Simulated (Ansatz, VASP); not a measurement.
# C: VASP beside Ansatz

POSCAR

```
C
1.0
    0.0000000000      1.5569792342      1.5569792342
    1.5569792342      0.0000000000      1.5569792342
    1.5569792342      1.5569792342      0.0000000000
C
1
Direct
    0.0000000000      0.0000000000      0.0000000000
```

INCAR.step1

```
SYSTEM = C
PREC = Accurate ; ENCUT = 600
ISMEAR = 0 ; SIGMA = 0.1
LREAL = .FALSE. ; LASPH = .TRUE.
NELM = 80 ; GGA = PE
ALGO = Normal ; EDIFF = 1E-4
LWAVE = .TRUE. ; LCHARG = .FALSE.
```

INCAR.step2

```
SYSTEM = C
PREC = Accurate ; ENCUT = 600
EDIFF = 1E-6 ; ISMEAR = 0
SIGMA = 0.1 ; LREAL = .FALSE.
LASPH = .TRUE. ; NELM = 80
ALGO = Normal ; ISIF = 3
LWAVE = .FALSE. ; LCHARG = .FALSE.
METAGGA = R2SCAN ; LMIXTAU = .TRUE.
IBRION = 2 ; NSW = 100
EDIFFG = -0.01 ; ISTART = 1
```

The input KPOINTS:

```
regular mesh
0
G
  30 30 30
  0 0 0
```

Input for Ansatz:

```yaml
crystal:
  lattice:
    - [0.0, 1.5569792342, 1.5569792342]
    - [1.5569792342, 0.0, 1.5569792342]
    - [1.5569792342, 1.5569792342, 0.0]
  atoms:
    - { symbol: C, position: [0.0, 0.0, 0.0] }
basis:
  ecutwfc: 500
kpoints:
  mp_grid: { grid: [30, 30, 30] }
hamiltonian:
  xc: r2scan
scf:
  occupations: { method: gaussian, width: 0.1 }
output:
  forces: true
  stress: true
  eigenvalues: true
relax:
  adjacent_minimum: "off"
  f_tol: 0.01
  max_steps: 80
  cell: { stress_tol: 0.05 }
```

Alike in both runs: task relaxation of cell and atoms; functional r2SCAN; k mesh 30 × 30 × 30; occupations gaussian, width 0.1 eV; no spin polarisation.

|  | VASP | Ansatz |
| --- | --- | --- |
| version | VASP 6.6.1 | Ansatz 0.2.0 |
| potentials or method | VASP PAW PBE potentials, release 64 (C), cutoff 600 eV | scalar-relativistic, plane waves, PAW |
| valence electrons in the cell | 4 | 4 |

```csv
,VASP,Ansatz,Ansatz less VASP
"gap on the k mesh at the Fermi level, each at its own relaxed structure (eV)",none,none,-
relaxed volume (Å³/atom),7.43,7.44,+0.008
relaxed cell length with the largest relative difference (Å),2.190,2.191,+0.0008
```

VASP's potentials were made for PBE, not for r2SCAN. A gap of «none» marks a metal or a gap that the smearing closes.
